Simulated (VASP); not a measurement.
# AgBr2 (P-4m2) in VASP: notebook, part 2 of 2

VASP 6.6.1. Earlier steps stand in the parts before.

## Step 5: Single point, PBE

This run uses another cell than the first one, of 33.45 Å³/atom.

The input, INCAR:

```
SYSTEM = AgBr2
PREC = Accurate
ENCUT = 520
EDIFF = 1E-6
ISMEAR = -1
SIGMA = 0.15
LREAL = .FALSE.
LASPH = .TRUE.
NELM = 60
ALGO = Normal
ISIF = 2
LWAVE = .FALSE.
LCHARG = .TRUE.
GGA = PE
LELF = .TRUE.
LVHAR = .TRUE.
NBANDS = 20
```

The input, KPOINTS:

```
Automatic mesh
0
G
  12 12 8
  0 0 0
```

The input, POSCAR:

```
AgBr2
1.0
    4.0175723987      0.0000000000      0.0000000000
    0.0000000000      4.0175723987      0.0000000000
    0.0000000000      0.0000000000      6.2176448078
Ag Br
1 2
Direct
    0.0000000000      0.0000000000      0.0000000000
    0.5000000000      0.0000000000      0.2675860476
    0.0000000000      0.5000000000      0.7324139524
```

Potentials or basis: VASP PAW PBE potentials, release 64 (Ag, Br).

Started as:

```bash
$ cat potpaw_PBE.64/Ag/POTCAR potpaw_PBE.64/Br/POTCAR > POTCAR
$ mpirun -np 1 vasp_std > vasp.out
```

OUTCAR:

```text
SYSTEM = AgBr2
   PREC = Accurate
   ENCUT = 520
   EDIFF = 1E-6
   ISMEAR = -1
   LREAL = .FALSE.
   LASPH = .TRUE.
   NELM = 60
   ISIF = 2
   GGA = PE

 ion  position               nearest neighbor table
   1  0.000  0.000  0.000-   2 2.61   3 2.61   3 2.61   2 2.61
   2  0.500  0.000  0.268-   1 2.61   1 2.61
   3  0.000  0.500  0.732-   1 2.61   1 2.61

  LATTYP: Found a simple tetragonal cell.
 ALAT       =     4.0175723987
 C/A-ratio  =     1.5476123865
[... 745 lines left out ...]

  FORCE on cell =-STRESS in cart. coord.  units (eV):
  Direction    XX          YY          ZZ          XY          YZ          ZX
  --------------------------------------------------------------------------------------
  -------------------------------------------------------------------------------------
  Total       -0.0029592     -0.0029592      0.0010108      0.0000000      0.0000000      0.0000000
  in kB       -0.0472421     -0.0472421      0.0161368      0.0000000      0.0000000      0.0000000
  external PRESSURE =      -0.0261158 kB  Pullay stress =       0.0000000 kB

 VOLUME and BASIS-vectors are now :
 -----------------------------------------------------------------------------
  energy-cutoff  :      520.00
  volume of cell :      100.36
      direct lattice vectors                 reciprocal lattice vectors
     4.017572399  0.000000000  0.000000000     0.248906529  0.000000000  0.000000000
     0.000000000  4.017572399  0.000000000     0.000000000  0.248906529  0.000000000
     0.000000000  0.000000000  6.217644808     0.000000000  0.000000000  0.160832603

 POSITION                                       TOTAL-FORCE (eV/Angst)
 -----------------------------------------------------------------------------------
      0.00000      0.00000      0.00000         0.000000     -0.000000      0.000000
      2.00879      0.00000      1.66375         0.000000     -0.000000      0.001797
      0.00000      2.00879      4.55389        -0.000000      0.000000     -0.001797
 -----------------------------------------------------------------------------------
    total drift:                                0.000000      0.000000      0.000000

  FREE ENERGIE OF THE ION-ELECTRON SYSTEM (eV)
  ---------------------------------------------------
  free  energy   TOTEN  =        -6.5022546732 eV

  energy  without entropy=       -6.2486205594  energy(sigma->0) =       -6.37543762
```

OSZICAR:

```text
N       E                     dE             d eps       ncg     rms          rms(c)
DAV:   1     0.150232690072E+03    0.15023E+03   -0.10573E+04  5632   0.103E+03
DAV:   2     0.230517581260E+01   -0.14793E+03   -0.14319E+03  6780   0.218E+02
DAV:   3    -0.708826916636E+01   -0.93934E+01   -0.93043E+01  6736   0.561E+01
DAV:   4    -0.718348944541E+01   -0.95220E-01   -0.95181E-01  6520   0.640E+00
DAV:   5    -0.718444437995E+01   -0.95493E-03   -0.95491E-03  6792   0.631E-01    0.726E+00
DAV:   6    -0.656971927572E+01    0.61473E+00   -0.29246E+00  5868   0.255E+01    0.746E+00
DAV:   7    -0.651128864528E+01    0.58431E-01   -0.55769E-01  5832   0.755E+00    0.380E+00
DAV:   8    -0.650450159024E+01    0.67871E-02   -0.75149E-02  6208   0.320E+00    0.787E-01
DAV:   9    -0.650219464917E+01    0.23069E-02   -0.20578E-02  6160   0.164E+00    0.251E-01
DAV:  10    -0.650222149706E+01   -0.26848E-04   -0.10750E-03  6340   0.193E-01    0.108E-01
DAV:  11    -0.650224761453E+01   -0.26117E-04   -0.31036E-04  5872   0.204E-01    0.141E-02
DAV:  12    -0.650225382017E+01   -0.62056E-05   -0.51970E-05  6448   0.540E-02    0.150E-02
DAV:  13    -0.650225467320E+01   -0.85303E-06   -0.19870E-06  5452   0.863E-03
   1 F= -.65022547E+01 E0= -.63754376E+01  d E =-.253634E+00
```

stdout:

```text
POSCAR found type information on POSCAR AgBr
 POSCAR found :  2 types and       3 ions
 scaLAPACK will be used
 LDA part: xc-table for (Slater+PW92), standard interpolation
 POSCAR, INCAR and KPOINTS ok, starting setup
 FFT: planning ... GRIDC
 FFT: planning ... GRID_SOFT
 FFT: planning ... GRID
 WAVECAR not read
 entering main loop
```

Wall time 2.7 min (1 thread of Intel Xeon Platinum 8488C (Sapphire Rapids), shared host); peak memory 0.39 GiB.

What came out:

- Free energy: -6.5023 eV
- Pressure: 0.0 GPa
- Band gap on the k mesh: zero (an odd number of electrons rules out a gap without spin polarisation)

Caveat: this functional lacks dispersion, which binds the layers, so the pressure and a relaxed spacing across them are unreliable; an odd number of electrons without spin polarisation forces a metal; a magnetic or distorted state may lie lower.

## Step 6: Relaxation of cell and atoms, PBE

This run uses another cell than the first one, of 32.98 Å³/atom.

The input, INCAR:

```
ALGO = Normal
EDIFF = 1E-7
EDIFFG = -0.001
ENCUT = 600
GGA = PE
IBRION = 2
ISIF = 3
ISMEAR = -1
LASPH = T
LCHARG = F
LREAL = F
LWAVE = F
NELM = 100
NSW = 80
PREC = Accurate
SIGMA = 0.15
```

The input, KPOINTS:

```
k-points
0
Gamma
  12 12 8
```

The input, POSCAR:

```
AgBr2
1.0
    3.9762572656      0.0000000000      0.0000000000
    0.0000000000      3.9762572656      0.0000000000
    0.0000000000      0.0000000000      6.2580253001
Ag Br
1 2
Direct
    0.0000000000      0.0000000000      0.0000000000
    0.5000000000      0.0000000000      0.2675219369
    0.0000000000      0.5000000000      0.7324780631
```

Potentials or basis: VASP PAW PBE potentials, release 64 (Ag, Br).

Started as:

```bash
$ cat potpaw_PBE.64/Ag/POTCAR potpaw_PBE.64/Br/POTCAR > POTCAR
$ mpirun -np 1 vasp_std > vasp.out
```

OUTCAR:

```text
EDIFF = 1E-7
   EDIFFG = -0.001
   ENCUT = 600
   GGA = PE
   IBRION = 2
   ISIF = 3
   ISMEAR = -1
   LASPH = T
   LREAL = F
   NELM = 100
   NSW = 80
   PREC = Accurate

 ion  position               nearest neighbor table
   1  0.000  0.000  0.000-   2 2.60   3 2.60   3 2.60   2 2.60
   2  0.500  0.000  0.268-   1 2.60   1 2.60
   3  0.000  0.500  0.732-   1 2.60   1 2.60

  LATTYP: Found a simple tetragonal cell.
 ALAT       =     3.9762572656
 C/A-ratio  =     1.5738481899

  Lattice vectors:

 A1 = (   3.9762572656,   0.0000000000,   0.0000000000)
 A2 = (   0.0000000000,   3.9762572656,   0.0000000000)
 A3 = (   0.0000000000,   0.0000000000,   6.2580253001)

Analysis of symmetry for initial positions (statically):
=====================================================================
 Subroutine PRICEL returns:
 Original cell was already a primitive cell.

 Routine SETGRP: Setting up the symmetry group for a
 simple tetragonal supercell.

 Subroutine GETGRP returns: Found  8 space group operations
 (whereof  8 operations were pure point group operations)
 out of a pool of 16 trial point group operations.

The static configuration has the point symmetry D_2d.

Analysis of symmetry for dynamics (positions and initial velocities):
=====================================================================
 Subroutine PRICEL returns:
 Original cell was already a primitive cell.

 Routine SETGRP: Setting up the symmetry group for a
 simple tetragonal supercell.

 Subroutine GETGRP returns: Found  8 space group operations
 (whereof  8 operations were pure point group operations)
 out of a pool of 16 trial point group operations.

The dynamic configuration has the point symmetry D_2d.

 Subroutine INISYM returns: Found  8 space group operations
 (whereof  8 operations are pure point group operations),
 and found     1 'primitive' translations

----------------------------------------------------------------------------------------

                                     Primitive cell

  volume of cell :      98.9433

  direct lattice vectors                    reciprocal lattice vectors
     3.976257266  0.000000000  0.000000000     0.251492782  0.000000000  0.000000000
     0.000000000  3.976257266  0.000000000     0.000000000  0.251492782  0.000000000
     0.000000000  0.000000000  6.258025300     0.000000000  0.000000000  0.159794816

  length of vectors
     3.976257266  3.976257266  6.258025300     0.251492782  0.251492782  0.159794816

  position of ions in fractional coordinates (direct lattice)
     0.000000000  0.000000000  0.000000000
     0.500000000  0.000000000  0.267521937
     0.000000000  0.500000000  0.732478063

  ion indices of the primitive-cell ions
   primitive index   ion index
                 1           1
                 2           2
                 3           3

----------------------------------------------------------------------------------------

 KPOINTS: k-points

Automatic generation of k-mesh.
 Grid dimensions read from file:
 generate k-points for:   12   12    8

 Generating k-lattice:

  Cartesian coordinates                     Fractional coordinates (reciprocal lattice)
     0.020957732  0.000000000  0.000000000     0.083333333  0.000000000  0.000000000
     0.000000000  0.020957732  0.000000000     0.000000000  0.083333333  0.000000000
     0.000000000  0.000000000  0.019974352     0.000000000  0.000000000  0.125000000

  Length of vectors
     0.020957732  0.020957732  0.019974352

  Shift w.r.t. Gamma in fractional coordinates (k-lattice)
     0.000000000  0.000000000  0.000000000

 Subroutine IBZKPT returns following result:
 ===========================================

 Found    140 irreducible k-points:

 Following reciprocal coordinates:
            Coordinates               Weight
  0.000000  0.000000  0.000000      1.000000
  0.083333  0.000000  0.000000      4.000000
  0.166667  0.000000  0.000000      4.000000
  0.250000  0.000000  0.000000      4.000000
  0.333333  0.000000  0.000000      4.000000
  0.416667  0.000000  0.000000      4.000000
[... 16 lines left out ...]
  0.333333  0.333333  0.000000      4.000000
  0.416667  0.333333  0.000000      8.000000
 [... further k-points ...]
   k-points           NKPTS =    140   k-points in BZ     NKDIM =    140   number of bands    NBANDS=     16
   number of dos      NEDOS =    301   number of ions     NIONS =      3
   total plane-waves  NPLWV =  51200
   dimension x,y,z NGX =    32 NGY =   32 NGZ =   50
   dimension x,y,z NGXF=    64 NGYF=   64 NGZF=  100
   ions per type =               1   2
   NGX,Y,Z   is equivalent  to a cutoff of  13.38, 13.38, 13.28 a.u.
   NGXF,Y,Z  is equivalent  to a cutoff of  26.76, 26.76, 26.57 a.u.
 SYSTEM =  unknown system
   PREC   = accura    normal or accurate (medium, high low for compatibility)
   ISTART =      0    job   : 0-new  1-cont  2-samecut
   ICHARG =      2    charge: 1-file 2-atom 10-const
   ISPIN  =      1    spin polarized calculation?
   LNONCOLLINEAR =      F non collinear calculations
   LSORBIT =      F    spin-orbit coupling
   LASPH  =      T    aspherical Exc in radial PAW
   ENCUT  =  600.0 eV  44.10 Ry    6.64 a.u.   7.94  7.94 12.50*2*pi/ulx,y,z
   NELM   =    100;   NELMIN=  2; NELMDL= -5     # of ELM steps
   EDIFF  = 0.1E-06   stopping-criterion for ELM
   LREAL  =      F    real-space projection
   EDIFFG = -.1E-02   stopping-criterion for IOM
   NSW    =     80    number of steps for IOM
   IBRION =      2    ionic relax: 0-MD 1-quasi-New 2-CG
   NFREE  =      1    steps in history (QN), initial steepest desc. (CG)
   ISIF   =      3    stress and relaxation
   ISYM   =      2    0-nonsym 1-usesym 2-fastsym
   POTIM  = 0.5000    time-step for ionic-motion
   TEBEG  =    0.0;   TEEND  =   0.0 temperature during run
   PSTRESS=    0.0 pullay stress
   NELECT =      25.0000    total number of electrons
   NUPDOWN=      -1.0000    fix difference up-down
   EMIN   =  10.00;   EMAX   =-10.00  energy-range for DOS
   EFERMI =   0.00;   METHOD = LEGACY
   ISMEAR =    -1;   SIGMA  =   0.15  broadening in eV -4-tet -1-fermi 0-gaus
   EFERMI_NEDOS =   21; number of points for ismear=-14 and -15
   IALGO  =     38    algorithm
   IMIX   =      4    mixing-type and parameters
     AMIX     =   0.40;   BMIX     =  1.00
     AMIX_MAG =   1.60;   BMIX_MAG =  1.00
  volume/ion in A,a.u.               =      32.98       222.57
  Fermi-wavevector in a.u.,A,eV,Ry     =   1.034966  1.955802 14.573943  1.071155
  Thomas-Fermi vector in A             =   2.169287
   LORBIT       =      0    0 simple, 1 ext, 2 COOP (PROOUT), +10 PAW based schemes
   GGA     = PE    functional components
   LHFCALC =     F    Hartree Fock is set to
   AEXX    =    0.0000 exact exchange contribution
   IVDW    =     0    specifies the selected vdW correction
   LEPSILON=     F    determine dielectric tensor
   LRPA    =     F    only Hartree local field effects (RPA)
 conjugate gradient relaxation of ions
 non-spin polarized calculation
  energy-cutoff  :      600.00
  volume of cell :       98.94
 maximum number of plane-waves:      3352
 NGX is ok and might be reduce to    32
   NGX = 15   NGY = 15   NGZ = 25

--------------------------------------- Ionic step        1  -------------------------------------------

 number of electron      25.0000000 magnetization

 Free energy of the ion-electron system (eV)
  ---------------------------------------------------
  ext. energy  EPLUGINS =         0.00000000
  ---------------------------------------------------
  free energy    TOTEN  =        -6.50068491 eV

  energy without entropy =       -6.25254328  energy(sigma->0) =       -6.37661410

 E-fermi :   0.0001     XC(G=0):  -8.0266

 val. band max:       -0.0019149106   @ k =   0.0833   0.0000   0.5000
 cond. band min:       0.0021528530   @ k =   0.3333   0.0833   0.3750
 fundamental gap:      0.0040677636
 Fermi energy:         0.0001266157

 k-point     1 :       0.0000    0.0000    0.0000
  band No.  band energies     occupation
      1     -13.9926      2.00000
      2     -13.6679      2.00000
      3      -3.8164      2.00000
      4      -3.8164      2.00000
      5      -3.6998      2.00000
      6      -3.5467      2.00000
[... 551 lines left out ...]
  FREE ENERGIE OF THE ION-ELECTRON SYSTEM (eV)
  ---------------------------------------------------
  free  energy   TOTEN  =        -6.5015988879 eV

  energy  without entropy=       -6.2501295434  energy(sigma->0) =       -6.37586422

[... ionic steps 4 to 17 ...]

--------------------------------------- Ionic step       18  -------------------------------------------

 number of electron      24.9999997 magnetization

------------------------ aborting loop because EDIFF is reached ----------------------------------------
[... 69 lines left out ...]
--------------------------------------- Ionic step       20  -------------------------------------------

 number of electron      24.9999996 magnetization

 Free energy of the ion-electron system (eV)
  ---------------------------------------------------
  ext. energy  EPLUGINS =         0.00000000
  ---------------------------------------------------
  free energy    TOTEN  =        -6.50190306 eV

  energy without entropy =       -6.24891603  energy(sigma->0) =       -6.37540955

 E-fermi :  -0.0885     XC(G=0):  -7.9808

 val. band max:       -0.0884892583   @ k =   0.1667   0.0000   0.0000
 cond. band min:      -0.0880090886   @ k =   0.3333   0.0833   0.5000
 fundamental gap:      0.0004801697
 Fermi energy:        -0.0884698573

 k-point     1 :       0.0000    0.0000    0.0000
  band No.  band energies     occupation
      1     -14.0358      2.00000
      2     -13.7118      2.00000
      3      -3.8637      2.00000
      4      -3.8637      2.00000
      5      -3.7295      2.00000
      6      -3.5805      2.00000
[... 477 lines left out ...]
  FREE ENERGIE OF THE ION-ELECTRON SYSTEM (eV)
  ---------------------------------------------------
  free  energy   TOTEN  =        -6.5019030583 eV

  energy  without entropy=       -6.2489160333  energy(sigma->0) =       -6.37540955

 reached required accuracy - stopping structural energy minimisation
```

CONTCAR:

```text
AgBr2
   1.00000000000000
     4.0130460885697650    0.0000000000000000    0.0000000000000000
     0.0000000000000000    4.0130460885697650    0.0000000000000000
     0.0000000000000000   -0.0000000000000001    6.2083548945587950
  Ag              Br
     1     2
Direct
     0.0000000000000000    0.0000000000000000    0.0000000000000000
     0.5000000000000000    0.0000000000000000    0.2683868155092455
     0.0000000000000000    0.5000000000000000    0.7316131844907543

  0.00000000E+00  0.00000000E+00  0.00000000E+00
  0.00000000E+00  0.00000000E+00  0.00000000E+00
  0.00000000E+00  0.00000000E+00  0.00000000E+00
```

It took 26 min on 1 thread of Intel Xeon Platinum 8488C (Sapphire Rapids), shared host; peak memory 0.44 GiB.

Results:

```
Free energy                           : -6.5019 eV
Relaxed volume                        : 33.33 Å³/atom
Relaxed cell                          : a = 4.013 Å, b = 4.013 Å, c = 6.208 Å, α = 90.00°, β = 90.00°, γ = 90.00°
Space group after relaxing (to 0.1 Å) : P-4m2 (No. 115)
Energy gained by relaxing             : 0.4 meV/atom
Ionic steps                           : 20
Pressure after relaxing               : 0.0 GPa
Band gap on the k mesh                : zero (an odd number of electrons rules out a gap without spin polarisation)
```

Step by step:
```csv
step,energy change (eV),largest force (eV/Å),pressure (GPa),volume (Å³)
1,0.0000,0.0506,0.29,98.94
2,-0.0009,0.0050,0.02,99.80
3,-0.0009,0.0079,0.00,99.85
4,-0.0009,0.0068,0.01,99.83
5,-0.0010,0.0059,0.01,99.87
6,-0.0011,0.0034,0.01,99.98
7,-0.0012,0.0013,0.00,100.21
8,-0.0011,0.0098,0.00,100.66
9,-0.0012,0.0038,0.00,100.35
10,-0.0012,0.0035,0.00,100.33
11,-0.0012,0.0025,0.00,100.32
12,-0.0012,0.0009,-0.02,100.28
13,-0.0012,0.0073,-0.04,100.20
14,-0.0012,0.0037,-0.03,100.24
15,-0.0012,0.0038,-0.03,100.24
16,-0.0012,0.0033,-0.03,100.22
17,-0.0012,0.0027,-0.02,100.17
18,-0.0012,0.0015,-0.01,100.09
19,-0.0012,0.0007,0.01,99.92
20,-0.0012,0.0001,0.00,99.98
```

Final structure:
```yaml
crystal:
  lattice:
    - [4.01305, 0.00000, 0.00000]
    - [0.00000, 4.01305, 0.00000]
    - [0.00000, 0.00000, 6.20835]
  atoms:
    - { symbol: Ag, position: [0.00000, 0.00000, 0.00000] }
    - { symbol: Br, position: [0.50000, 0.00000, 0.26839] }
    - { symbol: Br, position: [0.00000, 0.50000, 0.73161] }
```

Caveat: this functional lacks dispersion, which binds the layers, so the pressure and a relaxed spacing across them are unreliable; an odd number of electrons without spin polarisation forces a metal; a magnetic or distorted state may lie lower.

## Step 7: The runs side by side

| task | cell | k mesh | cutoff (eV) | smearing | gap on the mesh (eV) | pressure (GPa) | relaxed volume (Å³/atom) | largest force (eV/Å) |
| --- | --- | --- | --- | --- | --- | --- | --- | --- |
| single point | a = 3.967, b = 3.967, c = 6.184 Å, 3 atoms, atomic positions A | 4 × 4 × 4 | 520 | gaussian 0.1 eV | none | 0.2 | - | 0.01 |
| single point | a = 4.435, b = 4.435, c = 6.272 Å, 3 atoms, atomic positions B | 4 × 4 × 4 | 520 | gaussian 0.1 eV | none | -2.5 | - | 0.48 |
| relaxation of cell and atoms | relaxed from a = 4.435, b = 4.435, c = 6.272 Å, 3 atoms, atomic positions B | 4 × 4 × 4 | 600 | gaussian 0.1 eV | none | 0.1 | 34.57 | 0.02 |
| single point | a = 4.018, b = 4.018, c = 6.218 Å, 3 atoms, atomic positions C | 12 × 12 × 8 | 520 | fermi-dirac 0.15 eV | none | 0.0 | - | - |
| relaxation of cell and atoms | relaxed from a = 3.976, b = 3.976, c = 6.258 Å, 3 atoms, atomic positions C | 12 × 12 × 8 | 600 | fermi-dirac 0.15 eV | none | 0.0 | 33.33 | - |

Alike in all rows: level PBE; potentials or basis VASP PAW PBE potentials, release 64 (Ag, Br); no spin polarisation.

Caveats: some runs use coarse meshes; an odd number of electrons without spin polarisation forces a metal; a magnetic or distorted state may lie lower; this functional lacks dispersion, which binds the layers, so the pressure and a relaxed spacing across them are unreliable (at least some runs); the volume moved by over 15 % at a fixed basis, so the end points are rough (at least some runs).

Total energies depend on the potentials used, so only differences within one code and one set of settings carry meaning.
